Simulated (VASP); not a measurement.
# Rb (Pm-3n) in VASP: notebook

Runs on Rb. Level: PBEsol. Tasks: single point, relaxation of cell and atoms.

Program: VASP 6.6.1. These are calculated values, not measurements. Logs are shortened: lines on timing, memory, paths and dates and some standing lists are left out, and cuts for length are marked.

**1. The cell of the first run**

It takes space group Pm-3n (No. 223, cubic). Conventional cell: a = 8.866 Å, b = 8.866 Å, c = 8.866 Å, α = 90.00°, β = 90.00°, γ = 90.00°. Rb (site symmetry -4m2) has 14 Rb at 4.43 to 5.43 Å within 5.8 Å.

**2. Single point, PBEsol**

INCAR

```
PREC     = Accurate       # precision mode
ENCUT    = 520            # plane-wave cutoff, eV
EDIFF    = 1E-7           # SCF threshold, eV
ISMEAR   = -1             # smearing method
SIGMA    = 0.1            # smearing width, eV
LREAL    = False          # projectors in reciprocal space
LASPH    = True           # aspherical terms in the spheres
NELM     = 60             # most SCF steps
ALGO     = Normal         # electronic algorithm
ISIF     = 2              # what is computed and relaxed
LWAVE    = False          # write WAVECAR
LCHARG   = False          # write CHGCAR
GGA      = PS             # functional
NBANDS   = 46             # bands
```

KPOINTS

```
regular mesh
0
Gamma
  3 3 3
```

POSCAR

```
Rb
1.0
    8.8656348752      0.0000000000      0.0000000000
    0.0000000000      8.8656348752      0.0000000000
    0.0000000000      0.0000000000      8.8656348752
Rb
8
Direct
    0.0000000000      0.0000000000      0.0000000000
    0.5000000000      0.5000000000      0.5000000000
    0.2500000000      0.0000000000      0.5000000000
    0.7500000000      0.0000000000      0.5000000000
    0.5000000000      0.2500000000      0.0000000000
    0.5000000000      0.7500000000      0.0000000000
    0.0000000000      0.5000000000      0.2500000000
    0.0000000000      0.5000000000      0.7500000000
```

Potentials or basis: VASP PAW PBE potentials, release 64 (Rb_sv).

Command:

```
cat potpaw_PBE.64/Rb_sv/POTCAR > POTCAR
mpirun -np 1 vasp_std > vasp.out
```

OUTCAR:

```text
PREC = Accurate
   ENCUT = 520
   EDIFF = 1E-7
   ISMEAR = -1
   LREAL = False
   LASPH = True
   NELM = 60
   ISIF = 2
   GGA = PS

 ion  position               nearest neighbor table
   1  0.000  0.000  0.000-   3 4.96   4 4.96   5 4.96   6 4.96   7 4.96   8 4.96   3 4.96   4 4.96
                             7 4.96   8 4.96   5 4.96   6 4.96
   2  0.500  0.500  0.500-   3 4.96   4 4.96   5 4.96   6 4.96   7 4.96   8 4.96   5 4.96   6 4.96
                             3 4.96   4 4.96   7 4.96   8 4.96
   3  0.250  0.000  0.500-   4 4.43   4 4.43   1 4.96   1 4.96   2 4.96   2 4.96   8 5.43   5 5.43
                             5 5.43   6 5.43   6 5.43   7 5.43   8 5.43   7 5.43
   4  0.750  0.000  0.500-   3 4.43   3 4.43   1 4.96   1 4.96   2 4.96   2 4.96   8 5.43   5 5.43
                             5 5.43   6 5.43   6 5.43   7 5.43   8 5.43   7 5.43
   5  0.500  0.250  0.000-   6 4.43   6 4.43   1 4.96   2 4.96   2 4.96   1 4.96   8 5.43   4 5.43
                             3 5.43   4 5.43   3 5.43   7 5.43   7 5.43   8 5.43
   6  0.500  0.750  0.000-   5 4.43   5 4.43   1 4.96   2 4.96   2 4.96   1 4.96   8 5.43   4 5.43
                             3 5.43   4 5.43   3 5.43   7 5.43   7 5.43   8 5.43
   7  0.000  0.500  0.250-   8 4.43   8 4.43   1 4.96   2 4.96   1 4.96   2 4.96   3 5.43   4 5.43
                             5 5.43   3 5.43   4 5.43   6 5.43   5 5.43   6 5.43
   8  0.000  0.500  0.750-   7 4.43   7 4.43   1 4.96   2 4.96   1 4.96   2 4.96   3 5.43   4 5.43
                             5 5.43   3 5.43   4 5.43   6 5.43   5 5.43   6 5.43

  LATTYP: Found a simple cubic cell.
 ALAT       =     8.8656348752

  Lattice vectors:

 A1 = (   8.8656348752,   0.0000000000,   0.0000000000)
 A2 = (   0.0000000000,   8.8656348752,   0.0000000000)
 A3 = (   0.0000000000,   0.0000000000,   8.8656348752)

Analysis of symmetry for initial positions (statically):
=====================================================================
 Subroutine PRICEL returns:
 Original cell was already a primitive cell.

 Routine SETGRP: Setting up the symmetry group for a
 simple cubic supercell.

 Subroutine GETGRP returns: Found 48 space group operations
 (whereof 24 operations were pure point group operations)
 out of a pool of 48 trial point group operations.

The static configuration has the point symmetry T_h .
 The point group associated with its full space group is O_h .

Analysis of symmetry for dynamics (positions and initial velocities):
=====================================================================
 Subroutine PRICEL returns:
 Original cell was already a primitive cell.

[... 106 lines left out ...]
   ISYM   =      2    0-nonsym 1-usesym 2-fastsym
   POTIM  = 0.5000    time-step for ionic-motion
   TEBEG  =    0.0;   TEEND  =   0.0 temperature during run
   PSTRESS=    0.0 pullay stress
   NELECT =      72.0000    total number of electrons
   NUPDOWN=      -1.0000    fix difference up-down
   EMIN   =  10.00;   EMAX   =-10.00  energy-range for DOS
   EFERMI =   0.00;   METHOD = LEGACY
   ISMEAR =    -1;   SIGMA  =   0.10  broadening in eV -4-tet -1-fermi 0-gaus
   EFERMI_NEDOS =   21; number of points for ismear=-14 and -15
   IALGO  =     38    algorithm
   IMIX   =      4    mixing-type and parameters
     AMIX     =   0.40;   BMIX     =  1.00
     AMIX_MAG =   1.60;   BMIX_MAG =  1.00
  volume/ion in A,a.u.               =      87.10       587.81
  Fermi-wavevector in a.u.,A,eV,Ry     =   0.768203  1.451693  8.029279  0.590135
  Thomas-Fermi vector in A             =   1.868925
   LORBIT       =      0    0 simple, 1 ext, 2 COOP (PROOUT), +10 PAW based schemes
   GGA     = PS    functional components
   LHFCALC =     F    Hartree Fock is set to
   AEXX    =    0.0000 exact exchange contribution
   IVDW    =     0    specifies the selected vdW correction
   LEPSILON=     F    determine dielectric tensor
   LRPA    =     F    only Hartree local field effects (RPA)
 non-spin polarized calculation
  energy-cutoff  :      520.00
  volume of cell :      696.83
 maximum number of plane-waves:     18805
 NGX is ok and might be reduce to    70
   NGX = 33   NGY = 33   NGZ = 33

 number of electron      72.0000001 magnetization

 Free energy of the ion-electron system (eV)
  ---------------------------------------------------
  ext. energy  EPLUGINS =         0.00000000
  ---------------------------------------------------
  free energy    TOTEN  =        -8.20891236 eV

  energy without entropy =       -7.93536095  energy(sigma->0) =       -8.07213665

 E-fermi :   0.0829     XC(G=0):  -5.6281

 val. band max:       -0.0054062614   @ k =   0.0000   0.0000   0.0000
 cond. band min:       0.1143072521   @ k =   0.3333   0.3333   0.3333
 fundamental gap:      0.1197135135
 Fermi energy:         0.0828877108

 k-point     1 :       0.0000    0.0000    0.0000
  band No.  band energies     occupation
      1     -28.7983      2.00000
      2     -28.7961      2.00000
      3     -28.7961      2.00000
      4     -28.7892      2.00000
      5     -28.7889      2.00000
      6     -28.7889      2.00000
[... 185 lines left out ...]
     45       1.8124      0.00000
     46       1.9360      0.00000

------------------------ aborting loop because EDIFF is reached ----------------------------------------

  FORCE on cell =-STRESS in cart. coord.  units (eV):
  Direction    XX          YY          ZZ          XY          YZ          ZX
  --------------------------------------------------------------------------------------
  -------------------------------------------------------------------------------------
  Total        0.0625300      0.0625300      0.0625300      0.0000000     -0.0000000      0.0000000
  in kB        0.1437704      0.1437704      0.1437704      0.0000000     -0.0000000      0.0000000
  external PRESSURE =       0.1437704 kB  Pullay stress =       0.0000000 kB

 VOLUME and BASIS-vectors are now :
 -----------------------------------------------------------------------------
  energy-cutoff  :      520.00
  volume of cell :      696.83
      direct lattice vectors                 reciprocal lattice vectors
     8.865634875  0.000000000  0.000000000     0.112795081  0.000000000  0.000000000
     0.000000000  8.865634875  0.000000000     0.000000000  0.112795081  0.000000000
     0.000000000  0.000000000  8.865634875     0.000000000  0.000000000  0.112795081

 POSITION                                       TOTAL-FORCE (eV/Angst)
 -----------------------------------------------------------------------------------
      0.00000      0.00000      0.00000         0.000000      0.000000     -0.000000
      4.43282      4.43282      4.43282         0.000000      0.000000     -0.000000
      2.21641      0.00000      4.43282         0.000000      0.000000     -0.000000
      6.64923      0.00000      4.43282        -0.000000      0.000000     -0.000000
      4.43282      2.21641      0.00000         0.000000     -0.000000     -0.000000
      4.43282      6.64923      0.00000         0.000000     -0.000000     -0.000000
      0.00000      4.43282      2.21641         0.000000      0.000000     -0.000000
      0.00000      4.43282      6.64923         0.000000      0.000000      0.000000
 -----------------------------------------------------------------------------------
    total drift:                                0.000000      0.000000      0.000000

  FREE ENERGIE OF THE ION-ELECTRON SYSTEM (eV)
  ---------------------------------------------------
  free  energy   TOTEN  =        -8.2089123562 eV

  energy  without entropy=       -7.9353609485  energy(sigma->0) =       -8.07213665
```

OSZICAR:

```text
N       E                     dE             d eps       ncg     rms          rms(c)
DAV:   1     0.568268225159E+03    0.56827E+03   -0.27392E+04   384   0.121E+03
DAV:   2     0.652134956209E+02   -0.50305E+03   -0.49535E+03   470   0.262E+02
DAV:   3    -0.569210700010E+01   -0.70906E+02   -0.70650E+02   514   0.877E+01
DAV:   4    -0.807328523963E+01   -0.23812E+01   -0.23749E+01   488   0.199E+01
DAV:   5    -0.821039925065E+01   -0.13711E+00   -0.13705E+00   562   0.330E+00    0.329E+00
DAV:   6    -0.820668166529E+01    0.37176E-02   -0.36344E-02   456   0.808E-01    0.201E+00
DAV:   7    -0.820834657808E+01   -0.16649E-02   -0.31678E-02   506   0.617E-01    0.161E-01
DAV:   8    -0.820884365638E+01   -0.49708E-03   -0.21040E-03   520   0.167E-01    0.358E-02
DAV:   9    -0.820890388649E+01   -0.60230E-04   -0.68072E-05   546   0.340E-02    0.171E-02
DAV:  10    -0.820891219297E+01   -0.83065E-05   -0.35720E-05   456   0.217E-02    0.343E-03
DAV:  11    -0.820891230486E+01   -0.11189E-06   -0.20251E-06   474   0.454E-03    0.958E-04
DAV:  12    -0.820891235616E+01   -0.51308E-07   -0.40497E-08   296   0.779E-04
   1 F= -.82089124E+01 E0= -.80721367E+01  d E =-.273551E+00
```

It took 91 s on 1 thread of Intel Xeon 6975P-C (Granite Rapids), shared host; peak memory 0.69 GiB.

Results:

```yaml
Free_energy: -8.2089 eV
Pressure: 0.0 GPa
Band_gap_on_the_k_mesh: zero (bands 36 and 37 overlap by 0.08 eV)
```

Caveat: the PAW data sets were made with another functional, which shifts forces and pressure a little.

**3. Single point, PBEsol**

INCAR

```
PREC     = Accurate       # precision mode
ENCUT    = 520            # plane-wave cutoff, eV
EDIFF    = 1E-7           # SCF threshold, eV
ISMEAR   = -1             # smearing method
SIGMA    = 0.1            # smearing width, eV
LREAL    = F              # projectors in reciprocal space
LASPH    = T              # aspherical terms in the spheres
NELM     = 60             # most SCF steps
ALGO     = Normal         # electronic algorithm
ISIF     = 2              # what is computed and relaxed
LWAVE    = F              # write WAVECAR
LCHARG   = F              # write CHGCAR
GGA      = PS             # functional
NBANDS   = 46             # bands
```

KPOINTS

```
Automatic mesh
0
Gamma
  4 4 4
```

POSCAR is that of step 2.

Potentials or basis: VASP PAW PBE potentials, release 64 (Rb_sv).

Command:

```
cat potpaw_PBE.64/Rb_sv/POTCAR > POTCAR
mpirun -np 1 vasp_std > vasp.out
```

It took 3.3 min on 1 thread of Intel Xeon 6975P-C (Granite Rapids), shared host; peak memory 0.79 GiB.

It converged, with:

```
Free energy            : -8.2424 eV
Pressure               : 0.0 GPa
Band gap on the k mesh : zero (bands 36 and 37 overlap by 0.68 eV)
```

Levels at points of the mesh, in eV from the Fermi level:
```
           k point  band 33  band 34  band 35  band 36  band 37  band 38  band 39  band 40
(0.00, 0.00, 0.00)    -2.04    -0.08    -0.08    -0.05     0.23     0.23     0.23     1.35
(0.50, 0.00, 0.00)    -1.45    -1.45     0.29     0.29     0.42     0.42     0.64     0.64
(0.50, 0.50, 0.00)    -0.91    -0.90    -0.90    -0.89     0.62     0.71     0.71     0.76
(0.50, 0.50, 0.50)    -0.40    -0.40    -0.39    -0.39    -0.39    -0.39    -0.39    -0.39
```

Caveat: the PAW data sets were made with another functional, which shifts forces and pressure a little.

**4. Relaxation of cell and atoms, PBEsol**

INCAR

```
SYSTEM = Rb
  ALGO = Normal
  EDIFF = 1E-7
  EDIFFG = -0.01
  ENCUT = 600
  GGA = PS
  IBRION = 2
  ISIF = 3
  ISMEAR = -1
  LASPH = .TRUE.
  LCHARG = .FALSE.
  LREAL = .FALSE.
  LWAVE = .FALSE.
  NELM = 60
  NSW = 80
  PREC = Accurate
  SIGMA = 0.1
```

KPOINTS

```
k-points
0
G
  3 3 3
  0 0 0
```

POSCAR is that of step 3.

Command:

```
cat potpaw_PBE.64/Rb_sv/POTCAR > POTCAR
mpirun -np 1 vasp_std > vasp.out
```

Wall time 1.8 min (1 thread of Intel Xeon 6975P-C (Granite Rapids), shared host); peak memory 0.72 GiB.

Results (log left out):

```
Free energy             : -8.2087 eV
Pressure after relaxing : 0.0 GPa
Band gap on the k mesh  : zero (bands 36 and 37 overlap by 0.08 eV)
```

Final structure:
```
CELL_PARAMETERS angstrom
8.86563 0.00000 0.00000
0.00000 8.86563 0.00000
0.00000 0.00000 8.86563
ATOMIC_POSITIONS crystal
Rb 0.00000 0.00000 0.00000
Rb 0.50000 0.50000 0.50000
Rb 0.25000 0.00000 0.50000
Rb 0.75000 0.00000 0.50000
Rb 0.50000 0.25000 0.00000
Rb 0.50000 0.75000 0.00000
Rb 0.00000 0.50000 0.25000
Rb 0.00000 0.50000 0.75000
```

Levels at points of the mesh, in eV from the Fermi level:
```tsv
k point	band 33	band 34	band 35	band 36	band 37	band 38	band 39	band 40
(0.00, 0.00, 0.00)	-2.07	-0.12	-0.12	-0.09	0.19	0.19	0.19	1.32
```

Caveat: the relaxation stopped at its first step, so nothing moved; the PAW data sets were made with another functional, which shifts forces and pressure a little.

**5. Summary**

| task | cell | k mesh | cutoff (eV) | gap on the mesh (eV) | pressure (GPa) |
| --- | --- | --- | --- | --- | --- |
| single point | as given | 3 × 3 × 3 | 520 | none | 0.0 |
| single point | as given | 4 × 4 × 4 | 520 | none | 0.0 |
| relaxation of cell and atoms | relaxed | 3 × 3 × 3 | 600 | none | 0.0 |

Alike in all rows: level PBEsol; potentials or basis VASP PAW PBE potentials, release 64 (Rb_sv); no spin polarisation; smearing fermi-dirac 0.1 eV.

Caveats: the PAW data sets were made with another functional, which shifts forces and pressure a little; the relaxation stopped at its first step, so nothing moved (at least some runs).

Total energies depend on the potentials used, so only differences within one code and one set of settings carry meaning.

The gap in the log of VASP goes by the Fermi energy; the results here count the filled bands.